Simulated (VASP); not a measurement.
Wanted: the native input for a VASP 6.6.1 run.

```
Task                   : single point
Functional             : PBE
Potentials or basis    : VASP PAW PBE potentials, release 64 (Ba_sv, Ti_sv, O)
Cutoff                 : 520 eV
k mesh                 : 7 × 7 × 7
Occupations            : fermi-dirac, width 0.05 eV
Spin                   : no spin polarisation
Dipole correction      : no
Further INCAR settings : ALGO = Normal; EDIFF = 1e-06; NBANDS = 28
```

The structure of BaTiO3 lies in POSCAR:

```
BaTiO3
1.0
    3.7045201400     -0.0164086700      0.1850707500
   -0.0164086700      4.1845119100      0.0252851300
    0.1859128600      0.0254001800      3.8917432000
Ba Ti O
1 1 3
Direct
    0.0079135000      0.8826144600      0.9595903500
    0.5057494400      0.4221216700      0.5978274100
    0.4583818900      0.7889325800      0.9816514100
    0.5577995400      0.8957006400      0.4656881200
    0.9701556400      0.5106306500      0.4952427000
```

This cell differs from its parent crystal: atoms moved at random and the cell strained at random.

These files were run (other wordings do the same):

INCAR

```
SYSTEM = BaTiO3
PREC     = Accurate       ! precision mode
ENCUT    = 520            ! plane-wave cutoff, eV
EDIFF    = 1E-6           ! SCF threshold, eV
ISMEAR   = -1             ! smearing method
SIGMA    = 0.05           ! smearing width, eV
LREAL    = .FALSE.        ! projectors in reciprocal space
LASPH    = .TRUE.         ! aspherical terms in the spheres
NELM     = 80             ! most SCF steps
ALGO     = Normal         ! electronic algorithm
ISIF     = 2              ! what is computed and relaxed
LWAVE    = .FALSE.        ! write WAVECAR
LCHARG   = .FALSE.        ! write CHGCAR
GGA      = PE             ! functional
NBANDS   = 28             ! bands
```

KPOINTS

```
regular mesh
0
G
  7 7 7
  0 0 0
```

Potentials or basis: VASP PAW PBE potentials, release 64 (Ba_sv, Ti_sv, O).

Run with:

```bash
$ cat potpaw_PBE.64/Ba_sv/POTCAR potpaw_PBE.64/Ti_sv/POTCAR potpaw_PBE.64/O/POTCAR > POTCAR
$ mpirun -np 1 vasp_std > vasp.out
```

Results of the run:

```
Pressure               : 71.4 GPa
Largest force          : 15.885 eV/Å
Band gap on the k mesh : zero (band 20 reaches 6.62 eV, above the bottom of band 21 at 6.51 eV)
```

Caveat: the cell differs from its parent crystal (atoms moved at random and the cell strained at random); spin-orbit coupling is left out, which moves the levels of the heavy elements; semilocal functionals often make such compounds metallic where correlation or magnetic order opens a gap, which also shifts bond lengths; forces of over 1 eV/Å act on the atoms, so gaps and moduli don't describe the material at rest.

It took 5.1 min on 1 thread of Intel Xeon 6975P-C (shared host), peak memory 0.39 GiB.
